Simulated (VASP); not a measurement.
# Cu (Fd-3m) in VASP: a series of runs

The runs below take Cu through single point, with LDA.

Everything below comes from runs of VASP 6.6.1. Logs are shortened: lines on timing, memory, paths and dates and some standing lists are left out, and cuts for length are marked.

## (1) The cell of the first run

The structure is cubic, space group Fd-3m (No. 227). Conventional cell: a = 5.008 Å, b = 5.008 Å, c = 5.008 Å, α = 90.00°, β = 90.00°, γ = 90.00°. Within 2.9 Å of Cu (site symmetry -43m) lie 4 Cu at 2.17 Å.

## (2) Single point, LDA (volume scaled by 0.92)

The input, INCAR:

```
SYSTEM = Cu
PREC = Accurate
ENCUT = 520
EDIFF = 1E-6
ISMEAR = -1
SIGMA = 0.1
LREAL = .FALSE.
LASPH = .TRUE.
NELM = 80
ALGO = Normal
ISIF = 2
LWAVE = .FALSE.
LCHARG = .FALSE.
GGA = CA
NBANDS = 18
```

The input, KPOINTS:

```
regular mesh
0
G
  12 12 12
  0 0 0
```

The input, POSCAR:

```
Cu
1.0
    0.0000000000      2.5038782055      2.5038782055
    2.5038782055      0.0000000000      2.5038782055
    2.5038782055      2.5038782055      0.0000000000
Cu
2
Direct
    0.1250000000      0.1250000000      0.1250000000
    0.8750000000      0.8750000000      0.8750000000
```

Potentials or basis: VASP PAW LDA potentials, release 64 (Cu).

Run with:

```sh
$ cat potpaw_LDA.64/Cu/POTCAR > POTCAR
$ mpirun -np 1 vasp_std > vasp.out
```

OUTCAR:

```text
SYSTEM = Cu
   PREC = Accurate
   ENCUT = 520
   EDIFF = 1E-6
   ISMEAR = -1
   LREAL = .FALSE.
   LASPH = .TRUE.
   NELM = 80
   ISIF = 2
   GGA = CA

 ion  position               nearest neighbor table
   1  0.125  0.125  0.125-   2 2.17   2 2.17   2 2.17   2 2.17
   2  0.875  0.875  0.875-   1 2.17   1 2.17   1 2.17   1 2.17

  LATTYP: Found a face centered cubic cell.
 ALAT       =     5.0077564110

  Lattice vectors:

 A1 = (   0.0000000000,   2.5038782055,   2.5038782055)
 A2 = (   2.5038782055,   0.0000000000,   2.5038782055)
 A3 = (   2.5038782055,   2.5038782055,   0.0000000000)

Analysis of symmetry for initial positions (statically):
=====================================================================
 Subroutine PRICEL returns:
 Original cell was already a primitive cell.

 Routine SETGRP: Setting up the symmetry group for a
 face centered cubic supercell.

 Subroutine GETGRP returns: Found 48 space group operations
 (whereof 12 operations were pure point group operations)
 out of a pool of 48 trial point group operations.

The static configuration has the point symmetry D_3d.
 The point group associated with its full space group is O_h .

Analysis of symmetry for dynamics (positions and initial velocities):
=====================================================================
 Subroutine PRICEL returns:
 Original cell was already a primitive cell.

 Routine SETGRP: Setting up the symmetry group for a
 face centered cubic supercell.

 Subroutine GETGRP returns: Found 48 space group operations
 (whereof 12 operations were pure point group operations)
 out of a pool of 48 trial point group operations.

The dynamic configuration has the point symmetry D_3d.
 The point group associated with its full space group is O_h .

 Subroutine INISYM returns: Found 48 space group operations
 (whereof 12 operations are pure point group operations),
 and found     1 'primitive' translations

----------------------------------------------------------------------------------------

                                     Primitive cell

  volume of cell :      31.3957

  direct lattice vectors                    reciprocal lattice vectors
     0.000000000  2.503878205  2.503878205    -0.199690224  0.199690224  0.199690224
     2.503878205  0.000000000  2.503878205     0.199690224 -0.199690224  0.199690224
     2.503878205  2.503878205  0.000000000     0.199690224  0.199690224 -0.199690224

  length of vectors
     3.541018517  3.541018517  3.541018517     0.345873614  0.345873614  0.345873614

  position of ions in fractional coordinates (direct lattice)
     0.125000000  0.125000000  0.125000000
     0.875000000  0.875000000  0.875000000

  ion indices of the primitive-cell ions
   primitive index   ion index
                 1           1
                 2           2

----------------------------------------------------------------------------------------

 KPOINTS: regular mesh

Automatic generation of k-mesh.
 Grid dimensions read from file:
 generate k-points for:   12   12   12

 Generating k-lattice:

  Cartesian coordinates                     Fractional coordinates (reciprocal lattice)
    -0.016640852  0.016640852  0.016640852     0.083333333  0.000000000  0.000000000
     0.016640852 -0.016640852  0.016640852     0.000000000  0.083333333  0.000000000
     0.016640852  0.016640852 -0.016640852     0.000000000  0.000000000  0.083333333

  Length of vectors
     0.028822801  0.028822801  0.028822801

  Shift w.r.t. Gamma in fractional coordinates (k-lattice)
     0.000000000  0.000000000  0.000000000

 Subroutine IBZKPT returns following result:
 ===========================================

 Found     72 irreducible k-points:

 Following reciprocal coordinates:
            Coordinates               Weight
  0.000000  0.000000  0.000000      1.000000
  0.083333  0.000000  0.000000      8.000000
  0.166667  0.000000  0.000000      8.000000
  0.250000  0.000000  0.000000      8.000000
  0.333333  0.000000  0.000000      8.000000
  0.416667  0.000000  0.000000      8.000000
[... 16 lines left out ...]
  0.500000  0.166667  0.000000     24.000000
 -0.416667  0.166667  0.000000     24.000000
 [... further k-points ...]
   k-points           NKPTS =     72   k-points in BZ     NKDIM =     72   number of bands    NBANDS=     18
   number of dos      NEDOS =    301   number of ions     NIONS =      2
   total plane-waves  NPLWV =  21952
   dimension x,y,z NGX =    28 NGY =   28 NGZ =   28
   dimension x,y,z NGXF=    56 NGYF=   56 NGZF=   56
   ions per type =               2
   NGX,Y,Z   is equivalent  to a cutoff of  13.15, 13.15, 13.15 a.u.
   NGXF,Y,Z  is equivalent  to a cutoff of  26.29, 26.29, 26.29 a.u.
 SYSTEM =  Cu
   PREC   = accura    normal or accurate (medium, high low for compatibility)
   ISTART =      0    job   : 0-new  1-cont  2-samecut
   ICHARG =      2    charge: 1-file 2-atom 10-const
   ISPIN  =      1    spin polarized calculation?
   LNONCOLLINEAR =      F non collinear calculations
   LSORBIT =      F    spin-orbit coupling
   LASPH  =      T    aspherical Exc in radial PAW
   ENCUT  =  520.0 eV  38.22 Ry    6.18 a.u.   6.58  6.58  6.58*2*pi/ulx,y,z
   NELM   =     80;   NELMIN=  2; NELMDL= -5     # of ELM steps
   EDIFF  = 0.1E-05   stopping-criterion for ELM
   LREAL  =      F    real-space projection
   EDIFFG = 0.1E-04   stopping-criterion for IOM
   NSW    =      0    number of steps for IOM
   IBRION =     -1    ionic relax: 0-MD 1-quasi-New 2-CG
   NFREE  =      0    steps in history (QN), initial steepest desc. (CG)
   ISIF   =      2    stress and relaxation
   ISYM   =      2    0-nonsym 1-usesym 2-fastsym
   POTIM  = 0.5000    time-step for ionic-motion
   TEBEG  =    0.0;   TEEND  =   0.0 temperature during run
   PSTRESS=    0.0 pullay stress
   NELECT =      22.0000    total number of electrons
   NUPDOWN=      -1.0000    fix difference up-down
   EMIN   =  10.00;   EMAX   =-10.00  energy-range for DOS
   EFERMI =   0.00;   METHOD = LEGACY
   ISMEAR =    -1;   SIGMA  =   0.10  broadening in eV -4-tet -1-fermi 0-gaus
   EFERMI_NEDOS =   21; number of points for ismear=-14 and -15
   IALGO  =     38    algorithm
   IMIX   =      4    mixing-type and parameters
     AMIX     =   0.40;   BMIX     =  1.00
     AMIX_MAG =   1.60;   BMIX_MAG =  1.00
  volume/ion in A,a.u.               =      15.70       105.93
  Fermi-wavevector in a.u.,A,eV,Ry     =   1.454094  2.747839 28.768020  2.114390
  Thomas-Fermi vector in A             =   2.571285
   LORBIT       =      0    0 simple, 1 ext, 2 COOP (PROOUT), +10 PAW based schemes
   GGA     = CA    functional components
   LHFCALC =     F    Hartree Fock is set to
   AEXX    =    0.0000 exact exchange contribution
   IVDW    =     0    specifies the selected vdW correction
   LEPSILON=     F    determine dielectric tensor
   LRPA    =     F    only Hartree local field effects (RPA)
 non-spin polarized calculation
  energy-cutoff  :      520.00
  volume of cell :       31.40
 maximum number of plane-waves:       881
 NGX is ok and might be reduce to    28
   NGX = 13   NGY = 13   NGZ = 13

 number of electron      22.0000024 magnetization

 Free energy of the ion-electron system (eV)
  ---------------------------------------------------
  ext. energy  EPLUGINS =         0.00000000
  ---------------------------------------------------
  free energy    TOTEN  =        -6.90845183 eV

  energy without entropy =       -6.88397308  energy(sigma->0) =       -6.89621245

 E-fermi :   4.2191     XC(G=0): -11.2394

 val. band max:        4.2010865619   @ k =  -0.3333   0.3333   0.1667
 cond. band min:       4.2236260901   @ k =  -0.4167   0.3333   0.0000
 fundamental gap:      0.0225395282
 Fermi energy:         4.2191248498

 k-point     1 :       0.0000    0.0000    0.0000
  band No.  band energies     occupation
      1      -3.1588      2.00000
      2       0.5209      2.00000
      3       0.5209      2.00000
      4       0.5255      2.00000
      5       0.5255      2.00000
      6       0.5255      2.00000
[... 10 lines left out ...]
     17      16.1371      0.00000
     18      18.7864      0.00000

 k-point     2 :       0.0833    0.0000    0.0000
  band No.  band energies     occupation
      1      -3.0320      2.00000
      2       0.4215      2.00000
      3       0.4215      2.00000
      4       0.5299      2.00000
      5       0.6484      2.00000
      6       0.6484      2.00000
[... 10 lines left out ...]
     17      16.9579      0.00000
     18      18.9666      0.00000

 k-point     3 :       0.1667    0.0000    0.0000
  band No.  band energies     occupation
      1      -2.6587      2.00000
      2       0.3617      2.00000
      3       0.3617      2.00000
      4       0.5470      2.00000
      5       0.7634      2.00000
      6       0.7634      2.00000
[... 10 lines left out ...]
     17      17.7557      0.00000
     18      18.9111      0.00000

 k-point     4 :       0.2500    0.0000    0.0000
  band No.  band energies     occupation
      1      -2.0662      2.00000
      2       0.3509      2.00000
      3       0.3509      2.00000
      4       0.5829      2.00000
      5       0.8227      2.00000
      6       0.8227      2.00000
[... 375 lines left out ...]
      4       0.5656      2.00000
      5       0.8459      2.00000
      6       0.9941      2.00000
[... 10 lines left out ...]
     17      19.3896      0.00000
     18      20.3976      0.00000

 k-point    23 :       0.5000    0.1667    0.0000
  band No.  band energies     occupation
      1      -0.1481      2.00000
      2       0.1740      2.00000
      3       0.5002      2.00000
      4       0.5450      2.00000
      5       0.8901      2.00000
      6       0.9149      2.00000
[... 10 lines left out ...]
     17      19.2106      0.00000
     18      20.8370      0.00000

 k-point    24 :      -0.4167    0.1667    0.0000
  band No.  band energies     occupation
      1      -0.0921      2.00000
      2       0.2699      2.00000
      3       0.4075      2.00000
      4       0.5667      2.00000
      5       0.8079      2.00000
      6       0.9735      2.00000
[... 10 lines left out ...]
     17      19.0832      0.00000
     18      21.3017      0.00000

 [... further k-points ...]

------------------------ aborting loop because EDIFF is reached ----------------------------------------

  FORCE on cell =-STRESS in cart. coord.  units (eV):
  Direction    XX          YY          ZZ          XY          YZ          ZX
  --------------------------------------------------------------------------------------
  -------------------------------------------------------------------------------------
  Total        1.6314856      1.6314856      1.6314856     -0.0000000      0.0000000      0.0000000
  in kB       83.2576679     83.2576679     83.2576679     -0.0000000      0.0000000      0.0000000
  external PRESSURE =      83.2576679 kB  Pullay stress =       0.0000000 kB

 VOLUME and BASIS-vectors are now :
 -----------------------------------------------------------------------------
  energy-cutoff  :      520.00
  volume of cell :       31.40
      direct lattice vectors                 reciprocal lattice vectors
     0.000000000  2.503878205  2.503878205    -0.199690224  0.199690224  0.199690224
     2.503878205  0.000000000  2.503878205     0.199690224 -0.199690224  0.199690224
     2.503878205  2.503878205  0.000000000     0.199690224  0.199690224 -0.199690224

 POSITION                                       TOTAL-FORCE (eV/Angst)
 -----------------------------------------------------------------------------------
      0.62597      0.62597      0.62597         0.000000      0.000000      0.000000
      4.38179      4.38179      4.38179        -0.000000     -0.000000     -0.000000
 -----------------------------------------------------------------------------------
    total drift:                                0.000000      0.000000     -0.000000

  FREE ENERGIE OF THE ION-ELECTRON SYSTEM (eV)
  ---------------------------------------------------
  free  energy   TOTEN  =        -6.9084518262 eV

  energy  without entropy=       -6.8839730823  energy(sigma->0) =       -6.89621245
```

Wall time 25 s (1 thread of Intel Xeon Platinum 8488C (Sapphire Rapids), shared host); peak memory 0.16 GiB.

Results:

- Free energy: -6.9085 eV
- Pressure: 8.3 GPa
- Band gap on the k mesh: zero (band 11 reaches 5.00 eV, above the bottom of band 12 at 3.90 eV)

[end of part 1 of 2]
